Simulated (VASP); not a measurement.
Here is a VASP 6.6.1 calculation.

File INCAR:

```
PREC = Accurate ; ENCUT = 600
EDIFF = 1E-6 ; ISMEAR = 0
SIGMA = 0.1 ; LREAL = F
LASPH = T ; NELM = 120
ALGO = Normal ; ISIF = 2
LWAVE = F ; LCHARG = F
GGA = PE ; NBANDS = 42
GGA_COMPAT = F
```

File KPOINTS:

```
Automatic mesh
0
Gamma
  4 4 4
```

POSCAR

```
CaO
1.0
    2.4151517513      2.4151517513      0.0000000000
    2.4151517513     -2.4151517513      4.8303035026
    2.4151517513     -2.4151517513     -4.8303035026
Ca O
4 4
Direct
    0.0000000000      0.2500000000      0.7500000000
    0.5000000000      0.7500000000      0.7500000000
    0.5000000000      0.2500000000      0.2500000000
    0.0000000000      0.7500000000      0.2500000000
    0.5000000000      0.0000000000      0.5000000000
    0.0000000000      0.5000000000      0.5000000000
    0.0000000000      0.0000000000      0.0000000000
    0.5000000000      0.5000000000      1.0000000000
```

Potentials or basis: VASP PAW PBE potentials, release 64 (Ca_sv, O).

The run is started by

```sh
$ cat potpaw_PBE.64/Ca_sv/POTCAR potpaw_PBE.64/O/POTCAR > POTCAR
$ mpirun -np 1 vasp_std > vasp.out
```

(1) Predict the pressure.

(2) What does it give for the band gap on the k mesh?

Results:

(1) 0.5 GPa.

(2) 3.64 eV.

Caveat: the k points lie up to 0.46 Å⁻¹ apart.
